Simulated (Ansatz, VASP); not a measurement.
**One calculation of CdSe, two programs**

```
CELL_PARAMETERS angstrom
4.29900 0.00000 0.00000
-2.14950 3.72304 0.00000
0.00000 0.00000 7.01000
ATOMIC_POSITIONS crystal
Cd 0.33333 0.66667 0.00048
Cd 0.66667 0.33333 0.50048
Se 0.33333 0.66667 0.37631
Se 0.66667 0.33333 0.87631
```

Alike in both runs: task electric field gradients; functional LDA; k mesh 12 × 12 × 6; occupations fermi-dirac, width 0.02 eV; no spin polarisation.

|  | VASP | Ansatz |
| --- | --- | --- |
| version | VASP 6.6.1 | Ansatz 0.2.0 |
| potentials or method | VASP PAW LDA potentials, release 64 (Cd, Se) | plane-wave PAW, scalar-relativistic |
| plane-wave cutoff (eV) | 520 | 420 |
| valence electrons in the cell | 36 | 72 |

Ansatz gave:

- pressure (GPa): -1.8
- traceless stress, the component that is largest in VASP (GPa): 0.06
- size of Vzz on the site where it differs most (V/Å²): 1.4

Task: Estimate VASP's values.

Result: Pressure (GPa): -1.4; traceless stress, the component that is largest in VASP (GPa): 0.07; size of Vzz on the site where it differs most (V/Å²): 1.8.

LDA's correlation is that of Perdew and Zunger in VASP and of Perdew and Wang (1992) in Ansatz. VASP's potentials hold 36 valence electrons a cell and Ansatz's 72, so a difference there can come from the potentials and not from the codes.
